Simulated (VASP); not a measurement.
# Gd (P6_3/mmc) in VASP: single point with r2SCAN

Aim: the single point of Gd with r2SCAN.

All numbers are computed with VASP 6.6.1; they aren't measurements. Logs are shortened: lines on timing, memory, paths and dates and some standing lists are left out, and cuts for length are marked.

## (1) The cell of the first run

The structure is hexagonal, space group P6_3/mmc (No. 194). Conventional cell: a = 3.663 Å, b = 3.663 Å, c = 5.826 Å, α = 90.00°, β = 90.00°, γ = 120.00°. Gd (site symmetry -6m2) has 12 Gd at 3.60 to 3.66 Å within 4.7 Å.

## (2) Single point, r2SCAN, collinear spin, ferromagnetic start

Contents of POSCAR:

```
Gd
1.0
    3.6631071335      0.0000000000      0.0000000000
   -1.8315535667      3.1723438344      0.0000000000
    0.0000000000      0.0000000000      5.8257104813
Gd
2
Direct
    0.3333333333      0.6666666667      0.2500000000
    0.6666666667      0.3333333333      0.7500000000
```

Contents of INCAR.step1:

```
SYSTEM = Gd
  PREC = Accurate
  ENCUT = 520
  ISMEAR = 1
  SIGMA = 0.05
  LREAL = .False.
  LASPH = .True.
  NELM = 150
  ISPIN = 2
  MAGMOM = 7 7
  LMAXMIX = 6
  NBANDS = 29
  GGA = PE
  ALGO = Normal
  EDIFF = 1E-4
  LWAVE = .True.
  LCHARG = .False.
```

Contents of INCAR.step2:

```
SYSTEM = Gd
  PREC = Accurate
  ENCUT = 520
  EDIFF = 1E-7
  ISMEAR = 1
  SIGMA = 0.05
  LREAL = .False.
  LASPH = .True.
  NELM = 150
  ALGO = Normal
  ISIF = 2
  LWAVE = .False.
  LCHARG = .False.
  ISPIN = 2
  MAGMOM = 7 7
  LORBIT = 11
  LMAXMIX = 6
  METAGGA = R2SCAN
  LMIXTAU = .True.
  NBANDS = 29
  ISTART = 1
```

Contents of KPOINTS:

```
Automatic mesh
0
Gamma
  8 8 5
  0 0 0
```

Potentials or basis: VASP PAW PBE potentials, release 64 (Gd).

On the command line:

```console
$ cat potpaw_PBE.64/Gd/POTCAR > POTCAR
$ cp INCAR.step1 INCAR
$ mpirun -np 1 vasp_std > vasp.out
$ cp INCAR.step2 INCAR
$ mpirun -np 1 vasp_std > vasp.out
```

OUTCAR:

```text
SYSTEM = Gd
   PREC = Accurate
   ENCUT = 520
   EDIFF = 1E-7
   ISMEAR = 1
   LREAL = .False.
   LASPH = .True.
   NELM = 150
   ISIF = 2
   ISPIN = 2
   LORBIT = 11
   METAGGA = R2SCAN
   ISTART = 1

 ion  position               nearest neighbor table
   1  0.333  0.667  0.250-
   2  0.667  0.333  0.750-

  LATTYP: Found a hexagonal cell.
 ALAT       =     3.6631071335
 C/A-ratio  =     1.5903740374

  Lattice vectors:

 A1 = (   3.6631071335,   0.0000000000,   0.0000000000)
 A2 = (  -1.8315535667,   3.1723438344,   0.0000000000)
 A3 = (   0.0000000000,   0.0000000000,   5.8257104813)

Analysis of symmetry for initial positions (statically):
=====================================================================
 Subroutine PRICEL returns:
 Original cell was already a primitive cell.

 Routine SETGRP: Setting up the symmetry group for a
 hexagonal supercell.

 Subroutine GETGRP returns: Found 24 space group operations
 (whereof 12 operations were pure point group operations)
 out of a pool of 24 trial point group operations.

The static configuration has the point symmetry D_3d.
 The point group associated with its full space group is D_6h.

Analysis of symmetry for dynamics (positions and initial velocities):
=====================================================================
 Subroutine PRICEL returns:
 Original cell was already a primitive cell.

 Routine SETGRP: Setting up the symmetry group for a
 hexagonal supercell.

 Subroutine GETGRP returns: Found 24 space group operations
 (whereof 12 operations were pure point group operations)
 out of a pool of 24 trial point group operations.

The dynamic configuration has the point symmetry D_3d.
 The point group associated with its full space group is D_6h.

Analysis of structural, dynamic, and magnetic symmetry:
=====================================================================
 Subroutine PRICEL returns:
 Original cell was already a primitive cell.

 Routine SETGRP: Setting up the symmetry group for a
 hexagonal supercell.

 Subroutine GETGRP returns: Found 24 space group operations
 (whereof 12 operations were pure point group operations)
 out of a pool of 24 trial point group operations.

The overall configuration has the point symmetry D_3d.
 The point group associated with its full space group is D_6h.

 Subroutine INISYM returns: Found 24 space group operations
 (whereof 12 operations are pure point group operations),
 and found     1 'primitive' translations

----------------------------------------------------------------------------------------

                                     Primitive cell

  volume of cell :      67.6985

  direct lattice vectors                    reciprocal lattice vectors
     3.663107134  0.000000000  0.000000000     0.272992289  0.157612171  0.000000000
    -1.831553567  3.172343834  0.000000000     0.000000000  0.315224343  0.000000000
     0.000000000  0.000000000  5.825710481     0.000000000  0.000000000  0.171652883

  length of vectors
     3.663107134  3.663107133  5.825710481     0.315224343  0.315224343  0.171652883

  position of ions in fractional coordinates (direct lattice)
     0.333333333  0.666666667  0.250000000
     0.666666667  0.333333333  0.750000000

  ion indices of the primitive-cell ions
   primitive index   ion index
                 1           1
                 2           2

----------------------------------------------------------------------------------------

 KPOINTS: Automatic mesh

Automatic generation of k-mesh.
 Grid dimensions read from file:
 generate k-points for:    8    8    5

 Generating k-lattice:

  Cartesian coordinates                     Fractional coordinates (reciprocal lattice)
     0.034124036  0.019701521  0.000000000     0.125000000  0.000000000  0.000000000
     0.000000000  0.039403043  0.000000000     0.000000000  0.125000000  0.000000000
     0.000000000  0.000000000  0.034330577     0.000000000  0.000000000  0.200000000

  Length of vectors
     0.039403043  0.039403043  0.034330577

  Shift w.r.t. Gamma in fractional coordinates (k-lattice)
     0.000000000  0.000000000  0.000000000

 Subroutine IBZKPT returns following result:
 ===========================================

 Found     30 irreducible k-points:

 Following reciprocal coordinates:
            Coordinates               Weight
  0.000000  0.000000  0.000000      1.000000
  0.125000  0.000000  0.000000      6.000000
  0.250000  0.000000  0.000000      6.000000
  0.375000  0.000000  0.000000      6.000000
  0.500000  0.000000  0.000000      3.000000
  0.125000  0.125000  0.000000      6.000000
[... 16 lines left out ...]
  0.250000  0.000000  0.400000     12.000000
  0.375000  0.000000  0.400000     12.000000
 [... further k-points ...]
   k-points           NKPTS =     30   k-points in BZ     NKDIM =     30   number of bands    NBANDS=     29
   number of dos      NEDOS =    301   number of ions     NIONS =      2
   total plane-waves  NPLWV =  37632
   dimension x,y,z NGX =    28 NGY =   28 NGZ =   48
   dimension x,y,z NGXF=    56 NGYF=   56 NGZF=   96
   ions per type =               2
   NGX,Y,Z   is equivalent  to a cutoff of  12.71, 12.71, 13.70 a.u.
   NGXF,Y,Z  is equivalent  to a cutoff of  25.41, 25.41, 27.40 a.u.
 SYSTEM =  Gd
   PREC   = accura    normal or accurate (medium, high low for compatibility)
   ISTART =      1    job   : 0-new  1-cont  2-samecut
   ICHARG =      0    charge: 1-file 2-atom 10-const
   ISPIN  =      2    spin polarized calculation?
   LNONCOLLINEAR =      F non collinear calculations
   LSORBIT =      F    spin-orbit coupling
   LASPH  =      T    aspherical Exc in radial PAW
   ENCUT  =  520.0 eV  38.22 Ry    6.18 a.u.   6.81  6.81 10.83*2*pi/ulx,y,z
   NELM   =    150;   NELMIN=  2; NELMDL=  0     # of ELM steps
   EDIFF  = 0.1E-06   stopping-criterion for ELM
   LREAL  =      F    real-space projection
   EDIFFG = 0.1E-05   stopping-criterion for IOM
   NSW    =      0    number of steps for IOM
   IBRION =     -1    ionic relax: 0-MD 1-quasi-New 2-CG
   NFREE  =      0    steps in history (QN), initial steepest desc. (CG)
   ISIF   =      2    stress and relaxation
   ISYM   =      2    0-nonsym 1-usesym 2-fastsym
   POTIM  = 0.5000    time-step for ionic-motion
   TEBEG  =    0.0;   TEEND  =   0.0 temperature during run
   PSTRESS=    0.0 pullay stress
   NELECT =      36.0000    total number of electrons
   NUPDOWN=      -1.0000    fix difference up-down
   EMIN   =  10.00;   EMAX   =-10.00  energy-range for DOS
   EFERMI =   0.00;   METHOD = LEGACY
   ISMEAR =     1;   SIGMA  =   0.05  broadening in eV -4-tet -1-fermi 0-gaus
   EFERMI_NEDOS =   21; number of points for ismear=-14 and -15
   IALGO  =     38    algorithm
   IMIX   =      4    mixing-type and parameters
     AMIX     =   0.40;   BMIX     =  1.00
     AMIX_MAG =   1.60;   BMIX_MAG =  1.00
  volume/ion in A,a.u.               =      33.85       228.43
  Fermi-wavevector in a.u.,A,eV,Ry     =   1.326323  2.506388 23.934465  1.759134
  Thomas-Fermi vector in A             =   2.455719
   LORBIT       =     11    0 simple, 1 ext, 2 COOP (PROOUT), +10 PAW based schemes
   METAGGA = R2SCAN    functional components
   LHFCALC =     F    Hartree Fock is set to
   AEXX    =    0.0000 exact exchange contribution
   IVDW    =     0    specifies the selected vdW correction
   LEPSILON=     F    determine dielectric tensor
   LRPA    =     F    only Hartree local field effects (RPA)
 spin polarized calculation
 Methfessel and Paxton  Order N= 1 SIGMA  =   0.05
  energy-cutoff  :      520.00
  volume of cell :       67.70
 maximum number of plane-waves:      1846
 NGX is ok and might be reduce to    28
   NGX = 13   NGY = 13   NGZ = 21

 number of electron      36.0000008 magnetization      15.8663669

 Free energy of the ion-electron system (eV)
  ---------------------------------------------------
  ext. energy  EPLUGINS =         0.00000000
  ---------------------------------------------------
  free energy    TOTEN  =       -82.19114609 eV

  energy without entropy =      -82.19136860  energy(sigma->0) =      -82.19122026

 E-fermi :   2.9927     XC(G=0): -10.4828

 val. band max:        2.9648196358   @ k =   0.1250   0.1250   0.2000
 cond. band min:       3.0625839811   @ k =   0.2500   0.2500   0.4000
 fundamental gap:      0.0977643454
 Fermi energy:         2.9926615951

 spin component 1

 k-point     1 :       0.0000    0.0000    0.0000
  band No.  band energies     occupation
      1     -44.4126      1.00000
      2     -44.3460      1.00000
      3     -21.4476      1.00000
      4     -20.8515      1.00000
      5     -20.8514      1.00000
      6     -20.7517      1.00000
[... 21 lines left out ...]
     28       4.3363      0.00000
     29       4.7642      0.00000
[... 705 lines left out ...]
 k-point    24 :       0.3750    0.0000    0.4000
  band No.  band energies     occupation
      1     -44.3545      1.00000
      2     -44.3445      1.00000
      3     -21.3407      1.00000
      4     -21.2904      1.00000
      5     -20.9688      1.00000
      6     -20.9196      1.00000
[... 21 lines left out ...]
     28       3.9600     -0.00000
     29       4.9090      0.00000

 [... further k-points ...]

 spin component 2

 k-point     1 :       0.0000    0.0000    0.0000
  band No.  band energies     occupation
      1     -40.4780      1.00000
      2     -40.3946      1.00000
      3     -18.7311      1.00000
      4     -18.0008      1.00000
      5     -18.0008      1.00000
      6     -17.9017      1.00000
[... 21 lines left out ...]
     28       5.9663      0.00000
     29       6.4247      0.00000
[... 705 lines left out ...]
 k-point    24 :       0.3750    0.0000    0.4000
  band No.  band energies     occupation
      1     -40.4042      1.00000
      2     -40.3916      1.00000
      3     -18.5906      1.00000
      4     -18.5294      1.00000
      5     -18.1612      1.00000
      6     -18.0875      1.00000
[... 21 lines left out ...]
     28       5.7440      0.00000
     29       6.4004      0.00000

 [... further k-points ...]
[... 5 lines left out ...]
  --------------------------------------------------------------------------------------
  -------------------------------------------------------------------------------------
  Total       -0.1903179     -0.1903179      0.2358552     -0.0000000      0.0000000      0.0000000
  in kB       -4.5041363     -4.5041363      5.5818395     -0.0000000      0.0000000      0.0000000
  external PRESSURE =      -1.1421444 kB  Pullay stress =       0.0000000 kB

 VOLUME and BASIS-vectors are now :
 -----------------------------------------------------------------------------
  energy-cutoff  :      520.00
  volume of cell :       67.70
      direct lattice vectors                 reciprocal lattice vectors
     3.663107134  0.000000000  0.000000000     0.272992289  0.157612171  0.000000000
    -1.831553567  3.172343834  0.000000000     0.000000000  0.315224343  0.000000000
     0.000000000  0.000000000  5.825710481     0.000000000  0.000000000  0.171652883

 POSITION                                       TOTAL-FORCE (eV/Angst)
 -----------------------------------------------------------------------------------
     -0.00000      2.11490      1.45643         0.000000     -0.000000      0.000000
      1.83155      1.05745      4.36928        -0.000000      0.000000      0.000000
 -----------------------------------------------------------------------------------
    total drift:                                0.000000     -0.000000      0.000000

  FREE ENERGIE OF THE ION-ELECTRON SYSTEM (eV)
  ---------------------------------------------------
  free  energy   TOTEN  =       -82.1911460945 eV

  energy  without entropy=      -82.1913685975  energy(sigma->0) =      -82.19122026

 total charge

# of ion       s       p       d       f       tot
--------------------------------------------------
    1        2.072   5.607   0.571   6.931  15.181
    2        2.072   5.607   0.571   6.931  15.181
--------------------------------------------------
tot          4.145  11.213   1.142  13.863  30.362

 magnetization (x)

# of ion       s       p       d       f       tot
--------------------------------------------------
    1        0.005  -0.097   0.277   6.897   7.082
    2        0.005  -0.097   0.277   6.897   7.082
--------------------------------------------------
tot          0.010  -0.193   0.553  13.795  14.164
```

Run time: 12 min. Hardware: 1 thread of Oxide Virtual Turin-like, shared host; peak memory 0.26 GiB.

Results:

```yaml
Free_energy: -82.1911 eV
Pressure: -0.1 GPa
Net_moment: 15.87 μB per cell
Site_moments: Gd +7.08 μB
Valence_electrons_inside_the_program's_atomic_spheres: Gd 15.18
```

Stress tensor (GPa, compression positive):
```
-0.45  0.00  0.00
 0.00 -0.45  0.00
 0.00  0.00  0.56
```

Caveat: the PAW data sets were made with another functional, which shifts forces and pressure a little; spin-orbit coupling is left out, which moves the levels of the heavy elements. The state reached can hang on the start; a lower one may exist.
